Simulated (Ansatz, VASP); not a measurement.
## Zn in VASP and in Ansatz

```xyz
2
Lattice="2.6700 0.0000 0.0000 -1.3350 2.3123 0.0000 0.0000 0.0000 4.9660" Properties=species:S:1:pos:R:3 pbc="T T T"
Zn    1.3350    0.7708    3.7245
Zn    0.0000    1.5415    1.2415
```

Alike in both runs: task single point; functional PBEsol; k mesh 11 × 11 × 6; occupations fermi-dirac, width 0.05 eV; no spin polarisation.

|  | VASP | Ansatz |
| --- | --- | --- |
| version | VASP 6.6.1 | Ansatz 0.2.0 |
| potentials or method | VASP PAW PBE potentials, release 64 (Zn) | Ansatz PAW |
| plane-wave cutoff (eV) | 520 | 420 |
| valence electrons in the cell | 24 | 24 |

```csv
,VASP,Ansatz,Ansatz less VASP
gap on the k mesh at the Fermi level (eV),none,none,-
pressure (GPa),-5.3,-5.6,-0.34
"traceless stress, the component that is largest in VASP (GPa)",-0.07,0.05,+0.121
```

VASP's potentials were made for PBE, not for PBEsol. A gap of «none» marks a metal or a gap that the smearing closes.
